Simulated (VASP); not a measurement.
HCl: relaxation of cell and atoms with LDA

The system is HCl.

```xyz
2
Lattice="-1.8038 1.8036 2.4954 1.8038 -1.8036 2.4954 1.8038 1.8036 -2.4954" Properties=species:S:1:pos:R:3 pbc="T T T"
H     0.0000    0.0000    3.5083
Cl    0.0000    0.0000    4.8162
```

| Item | Value |
| --- | --- |
| Program | VASP 6.6.1 |
| Task | relaxation of cell and atoms |
| Functional | LDA |
| Potentials or basis | VASP PAW LDA potentials, release 64 (H, Cl) |
| Cutoff | 600 eV |
| k mesh | 10 × 10 × 10 |
| Occupations | gaussian, width 0.02 eV |
| Spin | no spin polarisation |
| Dipole correction | no |
| Further INCAR settings | ALGO = Fast; EDIFF = 1e-06; IBRION = 2; EDIFFG = -0.005; NSW = 100; ISIF = 3 |

| Quantity | Value |
| --- | --- |
| Relaxed volume | 16.22 Å³/atom |
| Relaxed cell | a = 3.567 Å, b = 3.567 Å, c = 3.567 Å, α = 119.25°, β = 119.26°, γ = 91.30° |
| Space group after relaxing (to 0.1 Å) | I4mm (No. 107) |
| Energy gained by relaxing | 0.1 meV/atom |
| Ionic steps | 3 |
| Pressure after relaxing | 0.0 GPa |
| Band gap on the k mesh | 4.57 eV (least direct gap 4.80 eV) |

Step by step:
| step | energy change (eV) | largest force (eV/Å) | pressure (GPa) | volume (Å³) |
| --- | --- | --- | --- | --- |
| 1 | 0.0000 | 0.0909 | -0.19 | 32.47 |
| 2 | 0.0009 | 0.2372 | 0.54 | 32.38 |
| 3 | -0.0002 | 0.0002 | 0.00 | 32.45 |

Final structure:
```yaml
crystal:
  lattice:
    - [-1.80375, 1.80354, 2.49347]
    - [1.80375, -1.80354, 2.49347]
    - [1.80375, 1.80354, -2.49347]
  atoms:
    - { symbol: H, position: [0.70321, 0.70321, 0.00000] }
    - { symbol: Cl, position: [0.96479, 0.96479, 0.00000] }
```

Levels at points of the mesh, in eV from the valence-band top:
```
           k point  band 1  band 2  band 3  band 4  band 5  band 6  band 7  band 8
(0.00, 0.00, 0.00)  -14.76   -3.53    0.00    0.00    4.80   10.82   11.71   11.71
(0.50, 0.00, 0.00)  -14.10   -5.16   -1.45   -0.39    6.85    8.80   11.52   11.70
(0.00, 0.50, 0.00)  -14.10   -5.16   -1.45   -0.39    6.85    8.81   11.53   11.70
(0.50, 0.50, 0.00)  -13.95   -4.45   -2.67   -0.83    5.08    8.34   13.77   13.98
(0.50, 0.50, 0.50)  -13.77   -5.81   -1.10   -1.10    4.57    9.05   13.46   17.26
```

Run time: 75 s on 1 thread of Intel(R) Xeon(R) Platinum 8488C (Sapphire Rapids) (shared host), peak memory 0.18 GiB.

A k mesh can miss the band edges.
